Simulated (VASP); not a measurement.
## Hg2SeO: single point with PBE

Hg2SeO:

```xyz
4
Lattice="4.1840 0.0000 0.0000 0.0000 4.1840 0.0000 0.0000 0.0000 5.7872" Properties=species:S:1:pos:R:3 pbc="T T T"
O     0.0000    0.0000    0.0000
Hg    0.0000    2.0920    4.6295
Hg    2.0920    0.0000    1.1577
Se    2.0920    2.0920    2.8936
```

This cell differs from its parent crystal: volume changed by +6%.

| Quantity | Value |
| --- | --- |
| Program | VASP 6.6.1 |
| Task | single point |
| Functional | PBE |
| Potentials or basis | VASP PAW PBE potentials, release 64 (O, Hg, Se) |
| Cutoff | 520 eV |
| k mesh | 6 × 6 × 4 |
| Occupations | fermi-dirac, width 0.02 eV |
| Spin | no spin polarisation |

```
Pressure               : -2.6 GPa
Largest force          : 0.061 eV/Å
Band gap on the k mesh : zero (filled and empty bands touch)
```

Forces on the atoms (eV/Å):
```
O    0.000  0.000  0.000
Hg   0.000  0.000 -0.061
Hg   0.000  0.000  0.061
Se   0.000  0.000  0.000
```

Stress tensor (GPa, compression positive):
```
-2.64  0.00  0.00
 0.00 -2.64  0.00
 0.00  0.00 -2.51
```

Levels at points of the mesh, in eV from the Fermi level:
```tsv
k point	band 14	band 15	band 16	band 17	band 18	band 19	band 20	band 21	band 22	band 23
(0.00, 0.00, 0.00)	-1.91	-1.91	-1.71	-0.17	-0.01	-0.01	3.40	4.13	7.62	7.67
(0.50, 0.00, 0.00)	-3.51	-1.88	-1.52	-1.29	-0.21	2.03	2.08	4.99	5.50	7.74
(0.50, 0.50, 0.00)	-3.96	-2.00	-1.67	-1.67	-1.33	3.12	3.12	3.22	3.87	6.95
(0.00, 0.00, 0.50)	-1.95	-1.49	-1.49	-0.36	-0.36	1.71	1.76	4.94	5.37	6.92
(0.50, 0.00, 0.50)	-4.19	-1.29	-0.83	-0.75	-0.20	0.58	2.34	5.06	7.11	7.45
(0.50, 0.50, 0.50)	-4.19	-2.22	-2.12	-1.72	-1.72	2.96	2.96	5.11	6.14	6.47
```

Wall time 32 s on 1 thread of Intel(R) Xeon(R) 6975P-C (Granite Rapids), with other jobs on the host, peak memory 0.26 GiB.

Caveat: spin-orbit coupling is left out, which moves the levels of the heavy elements.
